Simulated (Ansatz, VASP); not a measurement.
One calculation of Tl, two programs

Contents of INCAR:

```
PREC = Accurate
ENCUT = 520
EDIFF = 1E-7
ISMEAR = 0
SIGMA = 0.1
LREAL = False
LASPH = True
NELM = 80
ALGO = Normal
ISIF = 2
LWAVE = False
LCHARG = False
GGA = PS
NBANDS = 12
```

KPOINTS

```
Automatic mesh
0
Gamma
  6 6 6
```

Contents of POSCAR:

```
Tl
1.0
    0.0000000000      2.2676439788      2.2676439788
    2.2676439788      0.0000000000      2.2676439788
    2.2676439788      2.2676439788      0.0000000000
Tl
1
Direct
    0.0000000000      0.0000000000      0.0000000000
```

Input for Ansatz:

```yaml
crystal:
  lattice:
    - [0.0, 2.2676439787, 2.2676439787]
    - [2.2676439787, 0.0, 2.2676439787]
    - [2.2676439787, 2.2676439787, 0.0]
  atoms:
    - { symbol: Tl, position: [0.0, 0.0, 0.0] }
basis:
  ecutwfc: 420
kpoints:
  mp_grid: { grid: [6, 6, 6] }
hamiltonian:
  xc: pbesol
scf:
  occupations: { method: gaussian, width: 0.1 }
output:
  forces: true
  stress: true
  eigenvalues: true
```

Alike in both runs: task single point; functional PBEsol; k mesh 6 × 6 × 6; occupations gaussian, width 0.1 eV; no spin polarisation.

```csv
,VASP,Ansatz
version,VASP 6.6.1,Ansatz 0.2.0
potentials or method,"VASP PAW PBE potentials, release 64 (Tl_d), cutoff 520 eV","scalar-relativistic, plane waves, PAW"
valence electrons in the cell,13,13
```

|  | VASP | Ansatz | Ansatz less VASP |
| --- | --- | --- | --- |
| gap on the k mesh at the Fermi level (eV) | none | none | - |
| pressure (GPa) | 12.9 | 12.9 | +0.07 |

VASP's potentials were made for PBE, not for PBEsol. A gap of «none» marks a metal or a gap that the smearing closes.

The k mesh is coarse, so the values compare programs but aren't converged. Spin-orbit coupling is off throughout.
